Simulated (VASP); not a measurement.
# Tb4S (I4/mmm) in VASP: further runs, part 2 of 2

VASP 6.6.1. The steps go on from the part before.

## Step 5: Single point, PBE

This run uses another cell than the first one, of 34.00 Å³/atom.

INCAR

```
  ALGO = Normal
  EDIFF = 1E-6
  ENCUT = 500
  GGA = PE
  GGA_COMPAT = F
  ISIF = 2
  ISMEAR = 0
  LASPH = T
  LCHARG = F
  LMAXMIX = 6
  LREAL = F
  LWAVE = F
  NBANDS = 29
  NELM = 200
  PREC = Accurate
  SIGMA = 0.1
```

KPOINTS

```
k-points
0
Gamma
  8 8 8
```

POSCAR

```
Tb4S
1.0
   -3.5841302364      3.5841302364      3.3080156451
    3.5841302364     -3.5841302364      3.3080156451
    3.5841302364      3.5841302364     -3.3080156451
Tb S
4 1
Direct
    0.7548764573      0.7548764573      0.5097529145
    0.2451235427      0.2451235427      0.4902470855
    0.7548764573      0.2451235427      0.0000000000
    0.2451235427      0.7548764573      0.0000000000
    0.5000000000      0.5000000000      0.0000000000
```

On the command line:

```
> cat potpaw_PBE.64/Tb_3/POTCAR potpaw_PBE.64/S/POTCAR > POTCAR
> mpirun -np 1 vasp_std > vasp.out
```

Wall time 6.4 min (1 thread of AMD EPYC 7R43 (Zen 3), shared host); peak memory 0.42 GiB.

It converged, with:

- Free energy: -21.8492 eV
- Pressure: 0.2 GPa
- Largest force: 0.027 eV/Å
- Band gap on the k mesh: zero (bands 21 and 22 overlap by 0.78 eV)

Forces on the atoms (eV/Å):
```
Tb   0.019  0.019  0.000
Tb  -0.019 -0.019  0.000
Tb  -0.019  0.019  0.000
Tb   0.019 -0.019  0.000
S    0.000  0.000  0.000
```

Stress tensor (GPa, compression positive):
```
0.22 0.00 0.00
0.00 0.22 0.00
0.00 0.00 0.13
```

Levels at points of the mesh, in eV from the Fermi level:
| k point | band 18 | band 19 | band 20 | band 21 | band 22 | band 23 | band 24 | band 25 |
| --- | --- | --- | --- | --- | --- | --- | --- | --- |
| (0.00, 0.00, 0.00) | -1.41 | -0.85 | -0.74 | -0.45 | 0.06 | 0.98 | 0.98 | 1.57 |
| (0.50, 0.00, 0.00) | -1.24 | -0.26 | -0.12 | -0.08 | 0.38 | 0.47 | 0.86 | 0.91 |
| (0.50, 0.50, 0.00) | -1.99 | -0.66 | -0.28 | -0.06 | 0.02 | 0.40 | 0.53 | 0.57 |
| (0.50, 0.50, 0.50) | -1.26 | -1.26 | -0.81 | -0.81 | -0.25 | -0.20 | 0.19 | 0.66 |

Caveat: spin-orbit coupling is left out, which moves the levels of the heavy elements; the 4f electrons are frozen in the core, so they carry no moment and show no levels; the run has no spin polarisation, though such a crystal can be magnetic. Spin polarisation is off, so any magnetic state and its effect on volume and gap are missing.

## Step 6: Relaxation of cell and atoms, PBE

This run uses another cell than the first one, of 34.05 Å³/atom.

INCAR

```
PREC = Accurate
ENCUT = 500
EDIFF = 1E-7
ISMEAR = 0
SIGMA = 0.1
LREAL = F
LASPH = T
NELM = 200
ALGO = Normal
ISIF = 3
LWAVE = F
LCHARG = F
GGA = PE
IBRION = 2
NSW = 100
EDIFFG = -0.01
GGA_COMPAT = F
NELMIN = 4
LMAXMIX = 6
```

KPOINTS

```
regular mesh
0
Gamma
  8 8 8
```

POSCAR

```
Tb4S
1.0
   -3.5917429279      3.5917429279      3.2991764534
    3.5917429279     -3.5917429279      3.2991764534
    3.5917429279      3.5917429279     -3.2991764534
Tb S
4 1
Direct
    0.7545610922      0.7545610922      0.5091221845
    0.2454389078      0.2454389078      0.4908778155
    0.7545610922      0.2454389078      0.0000000000
    0.2454389078      0.7545610922      0.0000000000
    0.5000000000      0.5000000000      0.0000000000
```

Potentials or basis: VASP PAW PBE potentials, release 64 (Tb_3, S), 4f in core.

On the command line:

```
> cat potpaw_PBE.64/Tb_3/POTCAR potpaw_PBE.64/S/POTCAR > POTCAR
> mpirun -np 1 vasp_std > vasp.out
```

It took 16 min on 1 thread of AMD EPYC 7R43 (Zen 3), shared host; peak memory 0.42 GiB.

Results (log left out):

| Property | Result |
| --- | --- |
| Free energy | -21.8498 eV |
| Relaxed volume | 34.21 Å³/atom |
| Relaxed cell | a = 6.066 Å, b = 6.066 Å, c = 6.066 Å, α = 107.38°, β = 107.38°, γ = 113.74° |
| Space group after relaxing (to 0.1 Å) | I4/mmm (No. 139) |
| Energy gained by relaxing | 0.2 meV/atom |
| Ionic steps | 4 |
| Pressure after relaxing | 0.0 GPa |
| Largest force after relaxing | 0.004 eV/Å |
| Band gap on the k mesh | zero (bands 21 and 22 overlap by 0.78 eV) |

Forces in eV/Å, atoms in the order of the input:
```
Tb   0.003  0.003  0.000
Tb  -0.003 -0.003  0.000
Tb  -0.003  0.003  0.000
Tb   0.003 -0.003  0.000
S    0.000  0.000  0.000
```

The path:
```csv
step,energy change (eV),largest force (eV/Å),pressure (GPa),volume (Å³)
1,0.0000,0.0330,0.13,170.25
2,-0.0006,0.0060,-0.01,170.93
3,-0.0006,0.0020,-0.05,171.13
4,-0.0008,0.0044,-0.02,171.07
```

Final structure:
```xyz
5
Lattice="-3.5918 3.5918 3.3150 3.5918 -3.5918 3.3150 3.5918 3.5918 -3.3150" Properties=species:S:1:pos:R:3 pbc="T T T"
Tb    1.8304    1.8304    3.3150
Tb    1.7614    1.7614    0.0000
Tb    1.7614    5.4223    0.0000
Tb    1.8304   -1.8304    3.3150
S     3.5918    3.5918    0.0000
```

Levels at points of the mesh, in eV from the Fermi level:
```csv
k point,band 18,band 19,band 20,band 21,band 22,band 23,band 24,band 25
"(0.00, 0.00, 0.00)",-1.39,-0.84,-0.73,-0.45,0.06,0.97,0.97,1.56
"(0.50, 0.00, 0.00)",-1.24,-0.26,-0.12,-0.07,0.37,0.47,0.84,0.91
"(0.50, 0.50, 0.00)",-1.99,-0.66,-0.28,-0.06,0.03,0.40,0.53,0.56
"(0.50, 0.50, 0.50)",-1.27,-1.27,-0.80,-0.80,-0.25,-0.20,0.19,0.65
```

Caveat: spin-orbit coupling is left out, which moves the levels of the heavy elements; the 4f electrons are frozen in the core, so they carry no moment and show no levels; the run has no spin polarisation, though such a crystal can be magnetic. With open d or f shells a metallic result of PBE can be an artefact of self-interaction; +U or a hybrid may open a gap.

## Step 7: The runs side by side

```csv
task,cell,k mesh,gap on the mesh (eV),pressure (GPa),relaxed volume (Å³/atom),largest force (eV/Å)
single point,"a = 5.791 Å, angles 103.5, 103.5, 122.1°, 5 atoms, atomic positions A",4 × 4 × 4,none,3.8,-,0.54
single point,"a = 6.057 Å, angles 107.3, 107.3, 114.0°, 5 atoms, atomic positions B",4 × 4 × 4,none,0.3,-,0.02
relaxation of cell and atoms,"relaxed from a = 5.791 Å, angles 103.5, 103.5, 122.1°, 5 atoms, atomic positions A",4 × 4 × 4,none,-0.1,34.59,-
single point,"a = 6.053 Å, angles 107.4, 107.4, 113.7°, 5 atoms, atomic positions C",8 × 8 × 8,none,0.2,-,0.03
relaxation of cell and atoms,"relaxed from a = 6.057 Å, angles 107.3, 107.3, 114.0°, 5 atoms, atomic positions B",8 × 8 × 8,none,0.0,34.21,-
```

Alike in all rows: level PBE; potentials or basis VASP PAW PBE potentials, release 64 (Tb_3, S), 4f in core; no spin polarisation; cutoff (eV) 500; smearing gaussian 0.1 eV.

Caveats: spin-orbit coupling is left out, which moves the levels of the heavy elements; the 4f electrons are frozen in the core, so they carry no moment and show no levels; the run has no spin polarisation, though such a crystal can be magnetic; the stress differs along the axes, from -2 to 15 GPa (at least some runs); the volume moved by over 15 % at a fixed basis, so the end points are rough (at least some runs).

Absolute energies hang on the potentials; compare differences alone.
